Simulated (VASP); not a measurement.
# CuW (F-43m) in VASP: a series of runs, part 2 of 2

VASP 6.6.1. Earlier steps stand in the parts before.

**3. Relaxation of cell and atoms, PBE**

This run uses another cell than the first one, of 17.00 Å³/atom, 0.852 times its volume.

INCAR

```
SYSTEM = CuW
  PREC = Accurate
  ENCUT = 600
  EDIFF = 1E-6
  ISMEAR = 0
  SIGMA = 0.1
  LREAL = .FALSE.
  LASPH = .TRUE.
  NELM = 80
  ALGO = Normal
  ISIF = 3
  LWAVE = .FALSE.
  LCHARG = .FALSE.
  GGA = PE
  IBRION = 2
  NSW = 90
  EDIFFG = -0.04
```

KPOINTS

```
Automatic mesh
0
G
  6 6 6
  0 0 0
```

POSCAR

```
CuW
1.0
    0.0000000000      2.5715052300      2.5715052300
    2.5715052300      0.0000000000      2.5715052300
    2.5715052300      2.5715052300      0.0000000000
Cu W
1 1
Direct
    0.0000000000      0.0000000000      0.0000000000
    0.2500000000      0.2500000000      0.2500000000
```

Potentials or basis: VASP PAW PBE potentials, release 64 (Cu, W_sv).

Started as:

```bash
> cat potpaw_PBE.64/Cu/POTCAR potpaw_PBE.64/W_sv/POTCAR > POTCAR
> mpirun -np 1 vasp_std > vasp.out
```

OUTCAR:

```text
SYSTEM = CuW
   PREC = Accurate
   ENCUT = 600
   EDIFF = 1E-6
   ISMEAR = 0
   LREAL = .FALSE.
   LASPH = .TRUE.
   NELM = 80
   ISIF = 3
   GGA = PE
   IBRION = 2
   NSW = 90
   EDIFFG = -0.04

 ion  position               nearest neighbor table
   1  0.000  0.000  0.000-   2 2.23   2 2.23   2 2.23   2 2.23
   2  0.250  0.250  0.250-   1 2.23   1 2.23   1 2.23   1 2.23

  LATTYP: Found a face centered cubic cell.
 ALAT       =     5.1430104600

  Lattice vectors:

 A1 = (   0.0000000000,   2.5715052300,   2.5715052300)
 A2 = (   2.5715052300,   0.0000000000,   2.5715052300)
 A3 = (   2.5715052300,   2.5715052300,   0.0000000000)

Analysis of symmetry for initial positions (statically):
=====================================================================
 Subroutine PRICEL returns:
 Original cell was already a primitive cell.

 Routine SETGRP: Setting up the symmetry group for a
 face centered cubic supercell.

 Subroutine GETGRP returns: Found 24 space group operations
 (whereof 24 operations were pure point group operations)
 out of a pool of 48 trial point group operations.

[... 156 lines left out ...]

------------------------ aborting loop because EDIFF is reached ----------------------------------------

  FORCE on cell =-STRESS in cart. coord.  units (eV):
  Direction    XX          YY          ZZ          XY          YZ          ZX
  --------------------------------------------------------------------------------------
  -------------------------------------------------------------------------------------
  Total        6.1729135      6.1729135      6.1729135      0.0000000      0.0000000      0.0000000
  in kB      290.8094688    290.8094688    290.8094688      0.0000000      0.0000000      0.0000000
  external PRESSURE =     290.8094688 kB  Pullay stress =       0.0000000 kB
[... 23 lines left out ...]
--------------------------------------- Ionic step        2  -------------------------------------------

 number of electron      24.9999991 magnetization

 E-fermi :   3.2072     XC(G=0):  -9.7695

 val. band max:        3.0962248082   @ k =  -0.3333   0.3333   0.0000
 cond. band min:       3.2104258049   @ k =   0.5000   0.3333   0.0000
 fundamental gap:      0.1142009967
 Fermi energy:         3.2072009471

 k-point     1 :       0.0000    0.0000    0.0000
  band No.  band energies     occupation
      1     -71.3510      2.00000
      2     -35.4495      2.00000
      3     -35.4495      2.00000
      4     -35.4495      2.00000
      5      -2.8338      2.00000
      6      -0.3604      2.00000
[... 400 lines left out ...]
--------------------------------------- Ionic step        5  -------------------------------------------

 number of electron      24.9999999 magnetization

 Free energy of the ion-electron system (eV)
  ---------------------------------------------------
  ext. energy  EPLUGINS =         0.00000000
  ---------------------------------------------------
  free energy    TOTEN  =       -12.09877269 eV

  energy without entropy =      -12.08749187  energy(sigma->0) =      -12.09313228

 E-fermi :   5.4036     XC(G=0): -10.9903

 val. band max:        5.3959430356   @ k =   0.5000   0.3333   0.0000
 cond. band min:       5.4614355869   @ k =   0.5000   0.3333   0.1667
 fundamental gap:      0.0654925513
 Fermi energy:         5.4035836906

 k-point     1 :       0.0000    0.0000    0.0000
  band No.  band energies     occupation
      1     -68.8747      2.00000
      2     -33.0406      2.00000
      3     -33.0406      2.00000
      4     -33.0406      2.00000
      5      -1.8009      2.00000
      6       0.8593      2.00000
[... 322 lines left out ...]
  FREE ENERGIE OF THE ION-ELECTRON SYSTEM (eV)
  ---------------------------------------------------
  free  energy   TOTEN  =       -12.0987726916 eV

  energy  without entropy=      -12.0874918659  energy(sigma->0) =      -12.09313228

 reached required accuracy - stopping structural energy minimisation
```

OSZICAR:

```text
N       E                     dE             d eps       ncg     rms          rms(c)
DAV:   1     0.213275053595E+03    0.21328E+03   -0.15734E+04   512   0.240E+03
DAV:   2    -0.635743488733E+01   -0.21963E+03   -0.21702E+03   600   0.471E+02
DAV:   3    -0.137906388842E+02   -0.74332E+01   -0.72991E+01   680   0.924E+01
[... 58 lines left out ...]
DAV:   3    -0.120990451713E+02    0.33426E-02   -0.19009E-02   536   0.365E+00    0.168E-01
DAV:   4    -0.120988102638E+02    0.23491E-03   -0.13436E-03   712   0.730E-01    0.865E-02
DAV:   5    -0.120988072779E+02    0.29859E-05   -0.47896E-04   728   0.288E-01    0.475E-02
DAV:   6    -0.120987726364E+02    0.34642E-04   -0.19667E-04   696   0.153E-01    0.594E-03
DAV:   7    -0.120987726916E+02   -0.55227E-07   -0.34898E-06   520   0.186E-02
   5 F= -.12098773E+02 E0= -.12093132E+02  d E =-.475048E+00
```

CONTCAR:

```text
CuW
   1.00000000000000
    -0.0000000000000000    2.7166545190098281    2.7166545190098281
     2.7166545190098281   -0.0000000000000000    2.7166545190098281
     2.7166545190098281    2.7166545190098281    0.0000000000000000
  Cu              W
     1     1
Direct
     0.0000000000000000    0.0000000000000000    0.0000000000000000
     0.2500000000000000    0.2500000000000000    0.2500000000000000

  0.00000000E+00  0.00000000E+00  0.00000000E+00
  0.00000000E+00  0.00000000E+00  0.00000000E+00
```

Run time: 40 s. Hardware: 1 thread of Intel Xeon 6975P-C, shared host; peak memory 0.18 GiB.

What came out:

| Quantity | Value |
| --- | --- |
| Free energy | -12.0988 eV |
| Relaxed volume | 20.05 Å³/atom |
| Relaxed cell | a = 3.842 Å, b = 3.842 Å, c = 3.842 Å, α = 60.00°, β = 60.00°, γ = 60.00° |
| Space group after relaxing (to 0.05 Å) | F-43m (No. 216) |
| Energy gained by relaxing | 237.5 meV/atom |
| Ionic steps | 5 |
| Pressure after relaxing | 0.1 GPa |

Step by step:
```tsv
step	energy change (eV)	largest force (eV/Å)	pressure (GPa)	volume (Å³)
1	0.0000	0.0000	29.08	34.01
2	0.2790	0.0000	-16.56	51.57
3	-0.4735	0.0000	-1.16	40.54
4	-0.4750	0.0000	-0.32	40.23
5	-0.4750	0.0000	0.08	40.10
```

Final structure:
```xyz
2
Lattice="0.0000 2.7167 2.7167 2.7167 0.0000 2.7167 2.7167 2.7167 0.0000" Properties=species:S:1:pos:R:3 pbc="T T T"
Cu    0.0000    0.0000    0.0000
W     1.3583    1.3583    1.3583
```

Caveat: the volume moved by over 15 % at a fixed basis, so the end points are rough; spin-orbit coupling is left out, which moves the levels of the heavy elements.
